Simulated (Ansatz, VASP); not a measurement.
## InP in VASP and in Ansatz

```
In P
1.0
     0.00000    2.76883    2.76883
     2.76883    0.00000    2.76883
     2.76883    2.76883    0.00000
In P
1 1
Direct
  0.00000 0.00000 0.00000
  0.50000 0.50000 0.50000
```

Alike in both runs: task relaxation of cell and atoms; functional revPBE; dispersion D3(BJ); k mesh 8 × 8 × 8; occupations fermi-dirac, width 0.05 eV; no spin polarisation.

|  | VASP | Ansatz |
| --- | --- | --- |
| version | VASP 6.6.1 | Ansatz 0.2.0 |
| potentials or method | VASP PAW PBE potentials, release 64 (In_d, P) | Ansatz PAW |
| plane-wave cutoff (eV) | 600 | 420 |
| valence electrons in the cell | 18 | 18 |

Ansatz gave:

```
gap on the k mesh at the Fermi level, each at its own relaxed structure (eV) : none
relaxed volume (Å³/atom)                                                     : 20.04
relaxed cell length with the largest relative difference (Å)                 : 3.841
```

**Question.** What did VASP give for the same quantities?

**Answer.** gap on the k mesh at the Fermi level, each at its own relaxed structure (eV): none; relaxed volume (Å³/atom): 20.02; relaxed cell length with the largest relative difference (Å): 3.840.

VASP's potentials were made for PBE, not for revPBE. A gap of «none» marks a metal or a gap that the smearing closes.

Noted on Ansatz's run: the plane-wave basis is chosen anew once the cell has moved, so the energies of steps on either side of that aren't comparable.
